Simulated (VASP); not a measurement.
# InAs (I4mm) in VASP: notebook, part 2 of 2

VASP 6.6.1.

### Step 3. Single point, LDA

File INCAR:

```
PREC = Accurate ; ENCUT = 500
EDIFF = 1E-6 ; ISMEAR = 0
SIGMA = 0.15 ; LREAL = False
LASPH = True ; NELM = 120
ALGO = Normal ; ISIF = 2
LWAVE = False ; LCHARG = False
GGA = CA ; NBANDS = 16
GGA_COMPAT = False
```

File KPOINTS:

```
regular mesh
0
Gamma
  14 14 14
```

File POSCAR:

```
InAs
1.0
    0.0000000000      2.8478678852      2.8478678852
    2.8478678852      0.0000000000      2.8478678852
    2.8478678852      2.8478678852      0.0000000000
In As
1 1
Direct
    0.4888182119      0.5111817881      0.5111817881
    0.0171361882     -0.0171361882     -0.0171361882
```

Potentials or basis: VASP PAW LDA potentials, release 64 (In_d, As).

Started as:

```sh
> cat potpaw_LDA.64/In_d/POTCAR potpaw_LDA.64/As/POTCAR > POTCAR
> mpirun -np 1 vasp_std > vasp.out
```

Wall time 2.4 min (1 thread of Intel Xeon 6975P-C, shared host); peak memory 0.29 GiB.

Results (log left out):

- Free energy: -8.7194 eV
- Pressure: -2.6 GPa
- Largest force: 0.370 eV/Å
- Band gap on the k mesh: zero (band 9 reaches 6.51 eV, above the bottom of band 10 at 3.78 eV)

Forces in eV/Å, atoms in the order of the input:
```
In  -0.370  0.000  0.000
As   0.370  0.000  0.000
```

Stress tensor (GPa, compression positive):
```
-0.81  0.00  0.00
 0.00 -3.52  0.00
 0.00  0.00 -3.52
```

Levels at points of the mesh, in eV from the Fermi level:
```csv
k point,band 6,band 7,band 8,band 9,band 10,band 11,band 12,band 13
"(0.00, 0.00, 0.00)",-12.31,-0.57,-0.20,-0.15,-0.15,6.85,6.85,7.28
"(0.50, 0.00, 0.00)",-10.53,-6.67,0.15,0.23,2.13,3.28,3.38,4.55
"(0.50, 0.50, 0.00)",-9.59,-4.84,-3.05,-2.25,-2.22,3.80,9.40,9.45
"(0.00, 0.50, 0.50)",-9.56,-5.00,-2.84,-2.29,-2.29,3.89,9.35,9.35
```

Caveat: spin-orbit coupling is left out, which moves the levels of the heavy elements.

### Step 4. Single point, LDA

File INCAR:

```
SYSTEM = InAs
ALGO = Normal
EDIFF = 1E-6
ENCUT = 500
GGA_COMPAT = .FALSE.
ISIF = 2
ISMEAR = 0
LASPH = .TRUE.
LCHARG = .TRUE.
LELF = .TRUE.
LREAL = .FALSE.
LVHAR = .TRUE.
LWAVE = .FALSE.
NBANDS = 16
NELM = 120
PREC = Accurate
SIGMA = 0.15
```

File KPOINTS:

```
k-points
0
G
  14 14 14
  0 0 0
```

File POSCAR:

```
InAs
1.0
    0.0000000000      2.8478678852      2.8478678852
    2.8478678852      0.0000000000      2.8478678852
    2.8478678852      2.8478678852      0.0000000000
In As
1 1
Direct
    0.4776364237      0.5223635763      0.5223635763
    0.0342723764     -0.0342723764     -0.0342723764
```

Potentials or basis: VASP PAW LDA potentials, release 64 (In_d, As).

Started as:

```sh
> cat potpaw_LDA.64/In_d/POTCAR potpaw_LDA.64/As/POTCAR > POTCAR
> mpirun -np 1 vasp_std > vasp.out
```

OUTCAR:

```text
SYSTEM = InAs
   EDIFF = 1E-6
   ENCUT = 500
   ISIF = 2
   ISMEAR = 0
   LASPH = .TRUE.
   LREAL = .FALSE.
   NELM = 120
   PREC = Accurate

 ion  position               nearest neighbor table
   1  0.478  0.522  0.522-   2 2.53   2 2.87   2 2.87   2 2.87   2 2.87   2 3.17
   2  0.034  0.966  0.966-   1 2.53   1 2.87   1 2.87   1 2.87   1 2.87   1 3.17

  LATTYP: Found a face centered cubic cell.
 ALAT       =     5.6957357704

  Lattice vectors:

 A1 = (   0.0000000000,   2.8478678852,   2.8478678852)
 A2 = (   2.8478678852,   0.0000000000,   2.8478678852)
[... 627 lines left out ...]
      5      -8.1390      2.00000
      6      -4.5023      2.00000
[... 8 lines left out ...]
     15      17.1891      0.00000
     16      18.3652      0.00000

 [... further k-points ...]
[... 5 lines left out ...]
  --------------------------------------------------------------------------------------
  -------------------------------------------------------------------------------------
  Total        1.9715422     -1.2351668     -1.2351668     -0.0000000      0.0000000      0.0000000
  in kB       68.3796929    -42.8397263    -42.8397263     -0.0000000      0.0000000      0.0000000
  external PRESSURE =      -5.7665866 kB  Pullay stress =       0.0000000 kB

 VOLUME and BASIS-vectors are now :
 -----------------------------------------------------------------------------
  energy-cutoff  :      500.00
  volume of cell :       46.19
      direct lattice vectors                 reciprocal lattice vectors
     0.000000000  2.847867885  2.847867885    -0.175569942  0.175569942  0.175569942
     2.847867885  0.000000000  2.847867885     0.175569942 -0.175569942  0.175569942
     2.847867885  2.847867885  0.000000000     0.175569942  0.175569942 -0.175569942

 POSITION                                       TOTAL-FORCE (eV/Angst)
 -----------------------------------------------------------------------------------
      2.97524      2.84787      2.84787        -1.118872      0.000000      0.000000
      5.50053      2.84787      2.84787         1.118872      0.000000      0.000000
 -----------------------------------------------------------------------------------
    total drift:                                0.000555      0.000000      0.000000

  FREE ENERGIE OF THE ION-ELECTRON SYSTEM (eV)
  ---------------------------------------------------
  free  energy   TOTEN  =        -8.6071408565 eV

  energy  without entropy=       -8.5940480186  energy(sigma->0) =       -8.60059444
```

Run time: 2.5 min. Hardware: 1 thread of Intel Xeon 6975P-C, shared host; peak memory 0.29 GiB.

What came out:

* Free energy: -8.6071 eV
* Pressure: -0.6 GPa
* Largest force: 1.119 eV/Å
* Band gap on the k mesh: zero (band 9 reaches 6.51 eV, above the bottom of band 10 at 3.78 eV)

Forces on the atoms (eV/Å):
```
In  -1.119  0.000  0.000
As   1.119  0.000  0.000
```

Levels at points of the mesh, in eV from the Fermi level:
| k point | band 6 | band 7 | band 8 | band 9 | band 10 | band 11 | band 12 | band 13 |
| --- | --- | --- | --- | --- | --- | --- | --- | --- |
| (0.00, 0.00, 0.00) | -12.31 | -0.50 | -0.23 | -0.02 | -0.02 | 6.32 | 6.32 | 7.29 |
| (0.50, 0.00, 0.00) | -10.52 | -6.60 | -0.04 | 0.22 | 2.17 | 3.39 | 3.74 | 4.66 |
| (0.50, 0.50, 0.00) | -9.63 | -4.80 | -3.12 | -2.10 | -2.01 | 3.59 | 9.61 | 9.85 |
| (0.00, 0.50, 0.50) | -9.51 | -5.32 | -2.43 | -2.25 | -2.25 | 3.93 | 9.45 | 9.45 |

Caveat: spin-orbit coupling is left out, which moves the levels of the heavy elements; forces of over 1 eV/Å act on the atoms, so gaps and moduli don't describe the material at rest.

### Step 5. Single point, LDA

This run uses another cell than the first one, of 23.67 Å³/atom, 1.025 times its volume.

File INCAR:

```
SYSTEM = InAs
PREC     = Accurate       ! precision mode
ENCUT    = 500            ! plane-wave cutoff, eV
EDIFF    = 1E-6           ! SCF threshold, eV
ISMEAR   = 0              ! smearing method
SIGMA    = 0.15           ! smearing width, eV
LREAL    = .FALSE.        ! projectors in reciprocal space
LASPH    = .TRUE.         ! aspherical terms in the spheres
NELM     = 120            ! most SCF steps
ALGO     = Normal         ! electronic algorithm
ISIF     = 2              ! what is computed and relaxed
LWAVE    = .FALSE.        ! write WAVECAR
LCHARG   = .FALSE.        ! write CHGCAR
NBANDS   = 16             ! bands
GGA_COMPAT= .FALSE.
```

File KPOINTS:

```
regular mesh
0
G
  14 14 14
  0 0 0
```

File POSCAR:

```
InAs
1.0
    0.0000000000      2.8711169296      2.8711169296
    2.8711169296      0.0000000000      2.8711169296
    2.8711169296      2.8711169296      0.0000000000
In As
1 1
Direct
    0.4888182119      0.5111817881      0.5111817881
    0.0171361882     -0.0171361882     -0.0171361882
```

Started as:

```sh
> cat potpaw_LDA.64/In_d/POTCAR potpaw_LDA.64/As/POTCAR > POTCAR
> mpirun -np 1 vasp_std > vasp.out
```

Wall time 2.6 min (1 thread of Intel Xeon 6975P-C, shared host); peak memory 0.3 GiB.

Results (log left out):

```yaml
Free_energy: -8.6954 eV
Pressure: -4.1 GPa
Largest_force: 0.312 eV/Å
Band_gap_on_the_k_mesh: zero (band 9 reaches 6.22 eV, above the bottom of band 10 at 3.58 eV)
```

Forces on the atoms (eV/Å):
```
In  -0.312  0.000  0.000
As   0.312  0.000  0.000
```

Stress tensor (GPa, compression positive):
```
-2.42  0.00  0.00
 0.00 -4.90  0.00
 0.00  0.00 -4.90
```

Levels at points of the mesh, in eV from the Fermi level:
```csv
k point,band 5,band 6,band 7,band 8,band 9,band 10,band 11,band 12,band 13,band 14
"(0.00, 0.00, 0.00)",-14.21,-12.14,-0.74,-0.19,-0.14,-0.14,6.78,6.78,7.26,7.48
"(0.50, 0.00, 0.00)",-14.15,-10.45,-6.55,0.15,0.23,2.10,3.27,3.36,4.39,10.57
"(0.50, 0.50, 0.00)",-14.13,-9.57,-4.70,-3.07,-2.17,-2.15,3.84,9.20,9.25,9.98
"(0.00, 0.50, 0.50)",-14.13,-9.54,-4.87,-2.85,-2.21,-2.21,3.93,9.15,9.15,10.04
```

Caveat: spin-orbit coupling is left out, which moves the levels of the heavy elements.
